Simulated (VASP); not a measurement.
# AlH2 (P4_2/m) in VASP: single point with PBE

Aim: the single point of AlH2 with PBE.

Program: VASP 6.6.1. These are calculated values, not measurements. Logs are shortened: lines on timing, memory, paths and dates and some standing lists are left out, and cuts for length are marked.

### Step 1. The cell of the first run

The structure is tetragonal, space group P4_2/m (No. 84). The conventional cell has a = 4.343 Å, b = 4.343 Å, c = 11.519 Å, α = 90.00°, β = 90.00°, γ = 90.00°. Al (site symmetry -4) has 4 H at 1.65 Å within 2.2 Å. Within 2.3 Å of Al (site symmetry m) lie 4 H at 1.72 to 1.98 Å. H (site symmetry 1) has 2 Al at 1.65 to 1.98 Å within 2.2 Å. Within 2.3 Å of H (site symmetry 2/m) lie 2 Al at 1.72 Å and 2 H at 2.17 Å. Within 2.3 Å of H (site symmetry 2/m) lie 2 Al at 1.74 Å and 2 H at 2.17 Å.

The cell was generated, and may not be a known phase.

### Step 2. Single point, PBE

Input file INCAR:

```
SYSTEM = AlH2
ALGO     = Normal         ! electronic algorithm
EDIFF    = 1E-6           ! SCF threshold, eV
ENCUT    = 520            ! plane-wave cutoff, eV
GGA      = PE             ! functional
ISIF     = 2              ! what is computed and relaxed
ISMEAR   = 0              ! smearing method
LASPH    = .True.         ! aspherical terms in the spheres
LCHARG   = .False.        ! write CHGCAR
LREAL    = Auto         
LWAVE    = .False.        ! write WAVECAR
NBANDS   = 30             ! bands
NELM     = 60             ! most SCF steps
PREC     = Accurate       ! precision mode
SIGMA    = 0.1            ! smearing width, eV
```

Input file KPOINTS:

```
k-points
0
Gamma
  10 10 4
  0 0 0
```

Input file POSCAR:

```
AlH2
1.0
    4.3433749386      0.0000000000      0.0000000000
    0.0000000000      4.3433749386      0.0000000000
    0.0000000000      0.0000000000     11.5192279190
Al H
6 12
Direct
    0.0000000000      0.0000000000      0.2500000000
    0.0000000000      0.0000000000      0.7500000000
    0.8092760322      0.2462341226      0.5000000000
    0.1907239678      0.7537658774      0.5000000000
    0.7537658774      0.8092760322      0.0000000000
    0.2462341226      0.1907239678      0.0000000000
    0.7709695590      0.2213200848      0.3288239058
    0.2290304410      0.7786799152      0.3288239058
    0.7786799152      0.7709695590      0.1711760942
    0.2213200848      0.2290304410      0.1711760942
    0.7709695590      0.2213200848      0.6711760942
    0.2290304410      0.7786799152      0.6711760942
    0.7786799152      0.7709695590      0.8288239058
    0.2213200848      0.2290304410      0.8288239058
    0.5000000000      0.0000000000      0.5000000000
    0.5000000000      0.5000000000      0.5000000000
    0.5000000000      0.5000000000      0.0000000000
    0.0000000000      0.5000000000      0.0000000000
```

Potentials or basis: VASP PAW PBE potentials, release 64 (Al, H).

The run is started by

```
$ cat potpaw_PBE.64/Al/POTCAR potpaw_PBE.64/H/POTCAR > POTCAR
$ mpirun -np 1 vasp_std > vasp.out
```

OUTCAR:

```text
SYSTEM = AlH2
   EDIFF = 1E-6
   ENCUT = 520
   GGA = PE
   ISIF = 2
   ISMEAR = 0
   LASPH = .True.
   LREAL = Auto
   NELM = 60
   PREC = Accurate

 ion  position               nearest neighbor table
   1  0.000  0.000  0.250-   7 1.65   8 1.65   9 1.65  10 1.65   3 3.18   4 3.18   5 3.18   6 3.18

   2  0.000  0.000  0.750-  11 1.65  12 1.65  13 1.65  14 1.65   3 3.18   4 3.18   5 3.18   6 3.18

   3  0.809  0.246  0.500-  15 1.72  16 1.74   7 1.98  11 1.98   4 2.71   4 2.76   2 3.18   1 3.18
[... 7 lines left out ...]
   7  0.771  0.221  0.329-   1 1.65   3 1.98
   8  0.229  0.779  0.329-   1 1.65   4 1.98
   9  0.779  0.771  0.171-   1 1.65   5 1.98
  10  0.221  0.229  0.171-   1 1.65   6 1.98
  11  0.771  0.221  0.671-   2 1.65   3 1.98
  12  0.229  0.779  0.671-   2 1.65   4 1.98
  13  0.779  0.771  0.829-   2 1.65   5 1.98
  14  0.221  0.229  0.829-   2 1.65   6 1.98
  15  0.500  0.000  0.500-   3 1.72   4 1.72
  16  0.500  0.500  0.500-   3 1.74   4 1.74
  17  0.500  0.500  0.000-   5 1.74   6 1.74
  18  0.000  0.500  0.000-   5 1.72   6 1.72

  LATTYP: Found a simple tetragonal cell.
 ALAT       =     4.3433749386
 C/A-ratio  =     2.6521375847

  Lattice vectors:

 A1 = (   4.3433749386,   0.0000000000,   0.0000000000)
 A2 = (   0.0000000000,   4.3433749386,   0.0000000000)
 A3 = (   0.0000000000,   0.0000000000,  11.5192279190)

Analysis of symmetry for initial positions (statically):
=====================================================================
 Subroutine PRICEL returns:
 Original cell was already a primitive cell.

 Routine SETGRP: Setting up the symmetry group for a
 simple tetragonal supercell.

 Subroutine GETGRP returns: Found  8 space group operations
 (whereof  4 operations were pure point group operations)
 out of a pool of 16 trial point group operations.

The static configuration has the point symmetry C_2h.
 The point group associated with its full space group is C_4h.

Analysis of symmetry for dynamics (positions and initial velocities):
=====================================================================
 Subroutine PRICEL returns:
 Original cell was already a primitive cell.

 Routine SETGRP: Setting up the symmetry group for a
 simple tetragonal supercell.

 Subroutine GETGRP returns: Found  8 space group operations
 (whereof  4 operations were pure point group operations)
 out of a pool of 16 trial point group operations.

The dynamic configuration has the point symmetry C_2h.
[... 137 lines left out ...]
   NFREE  =      0    steps in history (QN), initial steepest desc. (CG)
   ISIF   =      2    stress and relaxation
   ISYM   =      2    0-nonsym 1-usesym 2-fastsym
   POTIM  = 0.5000    time-step for ionic-motion
   TEBEG  =    0.0;   TEEND  =   0.0 temperature during run
   PSTRESS=    0.0 pullay stress
   NELECT =      30.0000    total number of electrons
   NUPDOWN=      -1.0000    fix difference up-down
   EMIN   =  10.00;   EMAX   =-10.00  energy-range for DOS
   EFERMI =   0.00;   METHOD = LEGACY
   ISMEAR =     0;   SIGMA  =   0.10  broadening in eV -4-tet -1-fermi 0-gaus
   EFERMI_NEDOS =   21; number of points for ismear=-14 and -15
   IALGO  =     38    algorithm
   IMIX   =      4    mixing-type and parameters
     AMIX     =   0.40;   BMIX     =  1.00
     AMIX_MAG =   1.60;   BMIX_MAG =  1.00
  volume/ion in A,a.u.               =      12.07        81.47
  Fermi-wavevector in a.u.,A,eV,Ry     =   0.846102  1.598900  9.740249  0.715888
  Thomas-Fermi vector in A             =   1.961396
   LORBIT       =      0    0 simple, 1 ext, 2 COOP (PROOUT), +10 PAW based schemes
   GGA     = PE    functional components
   LHFCALC =     F    Hartree Fock is set to
   AEXX    =    0.0000 exact exchange contribution
   IVDW    =     0    specifies the selected vdW correction
   LEPSILON=     F    determine dielectric tensor
   LRPA    =     F    only Hartree local field effects (RPA)
 non-spin polarized calculation
 Gauss-broadening in eV      SIGMA  =   0.10
  energy-cutoff  :      520.00
  volume of cell :      217.31
 maximum number of plane-waves:      5904
   NGX = 17   NGY = 17   NGZ = 43

 number of electron      29.9999999 magnetization

 Free energy of the ion-electron system (eV)
  ---------------------------------------------------
  ext. energy  EPLUGINS =         0.00000000
  ---------------------------------------------------
  free energy    TOTEN  =       -60.02339122 eV

  energy without entropy =      -60.01807588  energy(sigma->0) =      -60.02073355

 E-fermi :   2.6852     XC(G=0):  -7.9989

 val. band max:        2.6753201108   @ k =   0.3000   0.2000   0.2500
 cond. band min:       2.6898603734   @ k =  -0.3000   0.2000   0.5000
 fundamental gap:      0.0145402626
 Fermi energy:         2.6851989541

 k-point     1 :       0.0000    0.0000    0.0000
  band No.  band energies     occupation
      1      -7.3723      2.00000
      2      -6.7471      2.00000
      3      -5.9279      2.00000
      4      -4.0812      2.00000
      5      -3.1063      2.00000
      6      -2.0707      2.00000
[... 709 lines left out ...]
     26       7.4133      0.00000
     27       8.4812      0.00000

 [... further k-points ...]

 [bands above 27 left out]

------------------------ aborting loop because EDIFF is reached ----------------------------------------

  FORCE on cell =-STRESS in cart. coord.  units (eV):
  Direction    XX          YY          ZZ          XY          YZ          ZX
  --------------------------------------------------------------------------------------
  -------------------------------------------------------------------------------------
  Total       -0.1577029     -0.1577029     -0.2075402      0.0000000      0.0000000      0.0000000
  in kB       -1.1627122     -1.1627122     -1.5301530      0.0000001      0.0000000      0.0000000
  external PRESSURE =      -1.2851924 kB  Pullay stress =       0.0000000 kB

 VOLUME and BASIS-vectors are now :
 -----------------------------------------------------------------------------
  energy-cutoff  :      520.00
  volume of cell :      217.31
      direct lattice vectors                 reciprocal lattice vectors
     4.343374939  0.000000000  0.000000000     0.230235707  0.000000000  0.000000000
     0.000000000  4.343374939  0.000000000     0.000000000  0.230235707  0.000000000
     0.000000000  0.000000000 11.519227919     0.000000000  0.000000000  0.086811374

 POSITION                                       TOTAL-FORCE (eV/Angst)
 -----------------------------------------------------------------------------------
      0.00000      0.00000      2.87981         0.000000      0.000000      0.000000
      0.00000      0.00000      8.63942         0.000000      0.000000      0.000000
      3.51499      1.06949      5.75961        -0.012608     -0.000484      0.000000
      0.82839      3.27389      5.75961         0.012608      0.000484      0.000000
      3.27389      3.51499      0.00000         0.000484     -0.012608      0.000000
      1.06949      0.82839      0.00000        -0.000484      0.012608      0.000000
[... 10 lines left out ...]
      2.17169      2.17169      0.00000         0.000000      0.000000      0.000000
      0.00000      2.17169      0.00000         0.000000      0.000000      0.000000
 -----------------------------------------------------------------------------------
    total drift:                                0.000000      0.000000     -0.000000

  FREE ENERGIE OF THE ION-ELECTRON SYSTEM (eV)
  ---------------------------------------------------
  free  energy   TOTEN  =       -60.0233912158 eV

  energy  without entropy=      -60.0180758794  energy(sigma->0) =      -60.02073355
```

OSZICAR:

```text
N       E                     dE             d eps       ncg     rms          rms(c)
DAV:   1     0.233191564395E+02    0.23319E+02   -0.10321E+04  4860   0.783E+02
DAV:   2    -0.576814254889E+02   -0.81001E+02   -0.75481E+02  5972   0.119E+02
DAV:   3    -0.631565538408E+02   -0.54751E+01   -0.54380E+01  6354   0.303E+01
DAV:   4    -0.632330870860E+02   -0.76533E-01   -0.76509E-01  6200   0.397E+00
DAV:   5    -0.632353146578E+02   -0.22276E-02   -0.22275E-02  6334   0.667E-01    0.113E+01
DAV:   6    -0.608105425436E+02    0.24248E+01   -0.13408E+00  5892   0.464E+00    0.590E+00
DAV:   7    -0.600029656194E+02    0.80758E+00   -0.23394E+00  5802   0.619E+00    0.106E+00
DAV:   8    -0.600147980110E+02   -0.11832E-01   -0.17010E-01  5520   0.172E+00    0.567E-01
DAV:   9    -0.600209171894E+02   -0.61192E-02   -0.11111E-02  5936   0.459E-01    0.278E-01
DAV:  10    -0.600231256376E+02   -0.22084E-02   -0.33587E-03  5412   0.243E-01    0.761E-02
DAV:  11    -0.600233720247E+02   -0.24639E-03   -0.10477E-03  5964   0.128E-01    0.329E-02
DAV:  12    -0.600233849429E+02   -0.12918E-04   -0.78356E-05  5930   0.404E-02    0.226E-02
DAV:  13    -0.600233912473E+02   -0.63044E-05   -0.10635E-05  5790   0.141E-02    0.107E-02
DAV:  14    -0.600233912158E+02    0.31526E-07   -0.15929E-06  4880   0.563E-03
   1 F= -.60023391E+02 E0= -.60020734E+02  d E =-.531534E-02
```

stdout:

```text
POSCAR found type information on POSCAR AlH
 POSCAR found :  2 types and      18 ions
 scaLAPACK will be used
 LDA part: xc-table for (Slater+PW92), standard interpolation
 POSCAR, INCAR and KPOINTS ok, starting setup
 FFT: planning ... GRIDC
 FFT: planning ... GRID_SOFT
 FFT: planning ... GRID
 WAVECAR not read
 entering main loop
```

It took 17 min on 1 thread of Intel Xeon 8259CL, shared host; peak memory 0.49 GiB.

What came out:

```
Free energy            : -60.0234 eV
Pressure               : -0.1 GPa
Largest force          : 0.013 eV/Å
Band gap on the k mesh : zero (bands 15 and 16 overlap by 3.19 eV)
```

Forces in eV/Å, atoms in the order of the input:
```
Al   0.000  0.000  0.000
Al   0.000  0.000  0.000
Al  -0.013  0.000  0.000
Al   0.013  0.000  0.000
Al   0.000 -0.013  0.000
Al   0.000  0.013  0.000
H    0.012 -0.001 -0.002
H   -0.012  0.001 -0.002
H    0.001  0.012  0.002
H   -0.001 -0.012  0.002
H    0.012 -0.001  0.002
H   -0.012  0.001  0.002
H    0.001  0.012 -0.002
H   -0.001 -0.012 -0.002
H    0.000  0.000  0.000
H    0.000  0.000  0.000
H    0.000  0.000  0.000
H    0.000  0.000  0.000
```

Levels at points of the mesh, in eV from the Fermi level:
```
           k point  band 13  band 14  band 15  band 16  band 17  band 18
(0.00, 0.00, 0.00)    -2.14    -1.23     1.11     1.11     1.27     2.60
(0.50, 0.00, 0.00)    -2.51    -0.45    -0.43     0.56     1.73     1.90
(0.50, 0.50, 0.00)    -2.46    -2.29    -2.29    -1.44     1.04     1.36
(0.00, 0.00, 0.50)    -1.83    -1.83     1.20     1.20     2.30     2.30
(0.50, 0.00, 0.50)    -2.74    -0.51    -0.44     0.56     1.88     1.99
(0.50, 0.50, 0.50)    -2.38    -2.38    -1.98    -1.98     1.78     1.78
```
